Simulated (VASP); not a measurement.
# BW5 in VASP: single point with PBEsol

Aim: the single point of BW5 with PBEsol.

Program: VASP 6.6.1. These are calculated values, not measurements. Logs are shortened: lines on timing, memory, paths and dates and some standing lists are left out, and cuts for length are marked.

## Step 1: The cell of the first run

The cell holds a slab with vacuum, 6 atoms: a = 3.154 Å, b = 3.154 Å, c = 25.309 Å, α = 90.00°, β = 90.00°, γ = 90.00°.

## Step 2: Single point, PBEsol

Contents of INCAR:

```
ALGO = Normal
DIPOL = 0.5 0.5 0.490
EDIFF = 1E-6
ENCUT = 520
GGA = PS
IDIPOL = 3
ISIF = 2
ISMEAR = 0
LASPH = True
LCHARG = False
LDIPOL = True
LREAL = False
LWAVE = False
NBANDS = 46
NELM = 100
PREC = Accurate
SIGMA = 0.1
```

Contents of KPOINTS:

```
k-points
0
Gamma
  9 9 1
```

Contents of POSCAR:

```
BW5
1.0
    3.1543602768      0.0000000000      0.0000000000
    0.0000000000      3.1543602768      0.0000000000
    0.0000000000      0.0000000000     25.3087205537
W B
5 1
Direct
    0.5000000000      0.5000000000      0.3358526158
    0.0000000000      0.0000000000      0.3981702717
    0.5000000000      0.5000000000      0.4594422724
    0.0000000000      0.0000000000      0.5226936219
    0.5000000000      0.5000000000      0.5841855461
    0.0000000000      0.5000000000      0.6391108124
```

Potentials or basis: VASP PAW PBE potentials, release 64 (W_sv, B).

Run with:

```bash
> cat potpaw_PBE.64/W_sv/POTCAR potpaw_PBE.64/B/POTCAR > POTCAR
> mpirun -np 1 vasp_std > vasp.out
```

OUTCAR:

```text
EDIFF = 1E-6
   ENCUT = 520
   GGA = PS
   ISIF = 2
   ISMEAR = 0
   LASPH = True
   LREAL = False
   NELM = 100
   PREC = Accurate

 ion  position               nearest neighbor table
   1  0.500  0.500  0.336-   2 2.73   2 2.73   2 2.73   2 2.73   3 3.13
   2  0.000  0.000  0.398-   3 2.72   3 2.72   3 2.72   3 2.72   1 2.73   1 2.73   1 2.73   1 2.73
                             4 3.15
   3  0.500  0.500  0.459-   2 2.72   2 2.72   2 2.72   2 2.72   4 2.75   4 2.75   4 2.75   4 2.75
                             1 3.13   5 3.16
   4  0.000  0.000  0.523-   5 2.72   5 2.72   5 2.72   5 2.72   3 2.75   3 2.75   3 2.75   3 2.75
                             2 3.15
   5  0.500  0.500  0.584-   6 2.10   6 2.10   4 2.72   4 2.72   4 2.72   4 2.72   3 3.16
   6  0.000  0.500  0.639-   5 2.10   5 2.10

  LATTYP: Found a simple tetragonal cell.
 ALAT       =     3.1543602768
 C/A-ratio  =     8.0234083405

  Lattice vectors:

 A1 = (   3.1543602768,   0.0000000000,   0.0000000000)
 A2 = (   0.0000000000,   3.1543602768,   0.0000000000)
 A3 = (   0.0000000000,   0.0000000000,  25.3087205537)

Analysis of symmetry for initial positions (statically):
=====================================================================
 Subroutine PRICEL returns:
 Original cell was already a primitive cell.

 Routine SETGRP: Setting up the symmetry group for a
 simple tetragonal supercell.

 Subroutine GETGRP returns: Found  4 space group operations
 (whereof  4 operations were pure point group operations)
 out of a pool of 16 trial point group operations.

The static configuration has the point symmetry C_2v.

Analysis of symmetry for dynamics (positions and initial velocities):
=====================================================================
 Subroutine PRICEL returns:
 Original cell was already a primitive cell.

 Routine SETGRP: Setting up the symmetry group for a
 simple tetragonal supercell.

 Subroutine GETGRP returns: Found  4 space group operations
 (whereof  4 operations were pure point group operations)
 out of a pool of 16 trial point group operations.

The dynamic configuration has the point symmetry C_2v.

 Subroutine INISYM returns: Found  4 space group operations
 (whereof  4 operations are pure point group operations),
 and found     1 'primitive' translations

----------------------------------------------------------------------------------------

                                     Primitive cell

  volume of cell :     251.8215

  direct lattice vectors                    reciprocal lattice vectors
     3.154360277  0.000000000  0.000000000     0.317021492  0.000000000  0.000000000
     0.000000000  3.154360277  0.000000000     0.000000000  0.317021492  0.000000000
     0.000000000  0.000000000 25.308720554     0.000000000  0.000000000  0.039512072

  length of vectors
     3.154360277  3.154360277 25.308720554     0.317021492  0.317021492  0.039512072

  position of ions in fractional coordinates (direct lattice)
     0.500000000  0.500000000  0.335852616
     0.000000000  0.000000000  0.398170272
     0.500000000  0.500000000  0.459442272
     0.000000000  0.000000000  0.522693622
     0.500000000  0.500000000  0.584185546
     0.000000000  0.500000000  0.639110812

  ion indices of the primitive-cell ions
   primitive index   ion index
                 1           1
                 2           2
                 3           3
                 4           4
                 5           5
                 6           6

----------------------------------------------------------------------------------------

 KPOINTS: k-points

Automatic generation of k-mesh.
 Grid dimensions read from file:
 generate k-points for:    9    9    1

 Generating k-lattice:

  Cartesian coordinates                     Fractional coordinates (reciprocal lattice)
     0.035224610  0.000000000  0.000000000     0.111111111  0.000000000  0.000000000
     0.000000000  0.035224610  0.000000000     0.000000000  0.111111111  0.000000000
     0.000000000  0.000000000  0.039512072     0.000000000  0.000000000  1.000000000

  Length of vectors
     0.035224610  0.035224610  0.039512072

  Shift w.r.t. Gamma in fractional coordinates (k-lattice)
     0.000000000  0.000000000  0.000000000

 Subroutine IBZKPT returns following result:
 ===========================================

 Found     25 irreducible k-points:

 Following reciprocal coordinates:
            Coordinates               Weight
  0.000000  0.000000  0.000000      1.000000
  0.111111  0.000000  0.000000      2.000000
  0.000000  0.111111  0.000000      2.000000
  0.222222  0.000000  0.000000      2.000000
  0.000000  0.222222  0.000000      2.000000
  0.333333  0.000000  0.000000      2.000000
[... 16 lines left out ...]
  0.444444  0.333333  0.000000      4.000000
 -0.333333  0.444444  0.000000      4.000000
   k-points           NKPTS =     25   k-points in BZ     NKDIM =     25   number of bands    NBANDS=     46
   number of dos      NEDOS =    301   number of ions     NIONS =      6
   total plane-waves  NPLWV = 110592
   dimension x,y,z NGX =    24 NGY =   24 NGZ =  192
   dimension x,y,z NGXF=    48 NGYF=   48 NGZF=  384
   ions per type =               5   1
   NGX,Y,Z   is equivalent  to a cutoff of  12.65, 12.65, 12.61 a.u.
   NGXF,Y,Z  is equivalent  to a cutoff of  25.30, 25.30, 25.22 a.u.
 SYSTEM =  unknown system
   PREC   = accura    normal or accurate (medium, high low for compatibility)
   ISTART =      0    job   : 0-new  1-cont  2-samecut
   ICHARG =      2    charge: 1-file 2-atom 10-const
   ISPIN  =      1    spin polarized calculation?
   LNONCOLLINEAR =      F non collinear calculations
   LSORBIT =      F    spin-orbit coupling
   LASPH  =      T    aspherical Exc in radial PAW
   ENCUT  =  520.0 eV  38.22 Ry    6.18 a.u.   5.87  5.87 47.06*2*pi/ulx,y,z
   NELM   =    100;   NELMIN=  2; NELMDL= -5     # of ELM steps
   EDIFF  = 0.1E-05   stopping-criterion for ELM
   LREAL  =      F    real-space projection
   EDIFFG = 0.1E-04   stopping-criterion for IOM
   NSW    =      0    number of steps for IOM
   IBRION =     -1    ionic relax: 0-MD 1-quasi-New 2-CG
   NFREE  =      0    steps in history (QN), initial steepest desc. (CG)
   ISIF   =      2    stress and relaxation
   ISYM   =      2    0-nonsym 1-usesym 2-fastsym
   POTIM  = 0.5000    time-step for ionic-motion
   TEBEG  =    0.0;   TEEND  =   0.0 temperature during run
   PSTRESS=    0.0 pullay stress
   NELECT =      73.0000    total number of electrons
   NUPDOWN=      -1.0000    fix difference up-down
   EMIN   =  10.00;   EMAX   =-10.00  energy-range for DOS
   EFERMI =   0.00;   METHOD = LEGACY
   ISMEAR =     0;   SIGMA  =   0.10  broadening in eV -4-tet -1-fermi 0-gaus
   EFERMI_NEDOS =   21; number of points for ismear=-14 and -15
   IALGO  =     38    algorithm
   IMIX   =      4    mixing-type and parameters
     AMIX     =   0.40;   BMIX     =  1.00
     AMIX_MAG =   1.60;   BMIX_MAG =  1.00
  volume/ion in A,a.u.               =      41.97       283.23
  Fermi-wavevector in a.u.,A,eV,Ry     =   1.083473  2.047468 15.972073  1.173914
  Thomas-Fermi vector in A             =   2.219540
   LORBIT       =      0    0 simple, 1 ext, 2 COOP (PROOUT), +10 PAW based schemes
   GGA     = PS    functional components
   LHFCALC =     F    Hartree Fock is set to
   AEXX    =    0.0000 exact exchange contribution
   IVDW    =     0    specifies the selected vdW correction
   LEPSILON=     F    determine dielectric tensor
   LRPA    =     F    only Hartree local field effects (RPA)
 non-spin polarized calculation
 Gauss-broadening in eV      SIGMA  =   0.10
  energy-cutoff  :      520.00
  volume of cell :      251.82
 maximum number of plane-waves:      6860
   NGX = 11   NGY = 11   NGZ = 95

 dipolmoment           0.000000      0.000000     -0.001949 electrons x Angstroem

 number of electron      73.0000002 magnetization

 dipolmoment           0.000000      0.000000      0.041155 electrons x Angstroem

 Free energy of the ion-electron system (eV)
  ---------------------------------------------------
  ext. energy  EPLUGINS =         0.00000000
  ---------------------------------------------------
  free energy    TOTEN  =       -69.24968570 eV

  energy without entropy =      -69.21482495  energy(sigma->0) =      -69.23225533

 E-fermi :   0.5733     XC(G=0):  -5.6226

 val. band max:        0.5576338338   @ k =   0.3333   0.1111   0.0000
 cond. band min:       0.5873377375   @ k =   0.3333   0.2222   0.0000
 fundamental gap:      0.0297039037
 Fermi energy:         0.5733201352

 k-point     1 :       0.0000    0.0000    0.0000
  band No.  band energies     occupation
      1     -73.4182      2.00000
      2     -73.3718      2.00000
      3     -73.2159      2.00000
      4     -73.1566      2.00000
      5     -72.8608      2.00000
      6     -37.8659      2.00000
[... 38 lines left out ...]
     45       3.4011      0.00000
     46       3.8484      0.00000

 k-point     2 :       0.1111    0.0000    0.0000
  band No.  band energies     occupation
      1     -73.4125      2.00000
      2     -73.3699      2.00000
      3     -73.2147      2.00000
      4     -73.1598      2.00000
      5     -72.8611      2.00000
      6     -37.9187      2.00000
[... 38 lines left out ...]
     45       3.1550      0.00000
     46       3.3488      0.00000

 k-point     3 :       0.0000    0.1111    0.0000
  band No.  band energies     occupation
      1     -73.4125      2.00000
      2     -73.3699      2.00000
      3     -73.2148      2.00000
      4     -73.1598      2.00000
      5     -72.8611      2.00000
      6     -37.9189      2.00000
[... 38 lines left out ...]
     45       3.1492      0.00000
     46       3.4109      0.00000

 k-point     4 :       0.2222    0.0000    0.0000
  band No.  band energies     occupation
      1     -73.3971      2.00000
      2     -73.3649      2.00000
      3     -73.2120      2.00000
      4     -73.1687      2.00000
      5     -72.8617      2.00000
      6     -38.0338      2.00000
[... 920 lines left out ...]
     45       3.6299      0.00000
     46       3.8496      0.00000

 k-point    23 :       0.4444    0.3333    0.0000
  band No.  band energies     occupation
      1     -73.3548      2.00000
      2     -73.3486      2.00000
      3     -73.2025      2.00000
      4     -73.1815      2.00000
      5     -72.8562      2.00000
      6     -38.1300      2.00000
[... 38 lines left out ...]
     45       3.8248      0.00000
     46       4.0050      0.00000

 k-point    24 :      -0.3333    0.4444    0.0000
  band No.  band energies     occupation
      1     -73.3548      2.00000
      2     -73.3485      2.00000
      3     -73.2025      2.00000
      4     -73.1815      2.00000
      5     -72.8564      2.00000
      6     -38.1317      2.00000
[... 38 lines left out ...]
     45       3.8342      0.00000
     46       4.1714      0.00000

 [... further k-points ...]

------------------------ aborting loop because EDIFF is reached ----------------------------------------

 vacuum level on the upper side and lower side of the slab       (xc-potential included)         0.359        -0.374

  FORCE on cell =-STRESS in cart. coord.  units (eV):
  Direction    XX          YY          ZZ          XY          YZ          ZX
  --------------------------------------------------------------------------------------
  -------------------------------------------------------------------------------------
  Total       -6.8735105     -5.5893795     -2.1830276      0.0000000      0.0000000      0.0000000
  in kB      -43.7317045    -35.5616088    -13.8891934      0.0000000      0.0000000      0.0000000
  external PRESSURE =     -31.0608356 kB  Pullay stress =       0.0000000 kB

 VOLUME and BASIS-vectors are now :
 -----------------------------------------------------------------------------
  energy-cutoff  :      520.00
  volume of cell :      251.82
      direct lattice vectors                 reciprocal lattice vectors
     3.154360277  0.000000000  0.000000000     0.317021492  0.000000000  0.000000000
     0.000000000  3.154360277  0.000000000     0.000000000  0.317021492  0.000000000
     0.000000000  0.000000000 25.308720554     0.000000000  0.000000000  0.039512072

 POSITION                                       TOTAL-FORCE (eV/Angst)
 -----------------------------------------------------------------------------------
      1.57718      1.57718      8.50000         0.000000      0.000000      1.525980
      0.00000      0.00000     10.07718         0.000000      0.000000     -1.580385
      1.57718      1.57718     11.62790         0.000000      0.000000      0.008122
      0.00000      0.00000     13.22871         0.000000      0.000000     -0.003145
      1.57718      1.57718     14.78499         0.000000      0.000000      0.017240
      0.00000      1.57718     16.17508         0.000000      0.000000      0.032188
 -----------------------------------------------------------------------------------
    total drift:                                0.000000     -0.000000      0.000072

  FREE ENERGIE OF THE ION-ELECTRON SYSTEM (eV)
  ---------------------------------------------------
  free  energy   TOTEN  =       -69.2496857046 eV

  energy  without entropy=      -69.2148249512  energy(sigma->0) =      -69.23225533

 vacuum level on the upper side and lower side of the slab         5.736         4.988
```

Wall time 5.6 min (1 thread of Intel Xeon 6975P-C (Granite Rapids), shared host); peak memory 0.45 GiB.

What came out:

| Property | Result |
| --- | --- |
| Free energy | -69.2497 eV |
| Largest force | 1.580 eV/Å |
| Band gap on the k mesh | zero (an odd number of electrons rules out a gap without spin polarisation) |

Forces on the atoms (eV/Å):
```
W    0.000  0.000  1.526
W    0.000  0.000 -1.580
W    0.000  0.000  0.008
W    0.000  0.000 -0.003
W    0.000  0.000  0.017
B    0.000  0.000  0.032
```

Levels at points of the mesh, in eV from the Fermi level:
```tsv
k point	band 35	band 36	band 37	band 38	band 39	band 40
(0.00, 0.00, 0.00)	-0.62	-0.36	-0.23	0.04	0.37	1.11
```

Caveat: the PAW data sets were made with another functional, which shifts forces and pressure a little; spin-orbit coupling is left out, which moves the levels of the heavy elements.

The gap in the log of VASP goes by the Fermi energy; the results here count the filled bands.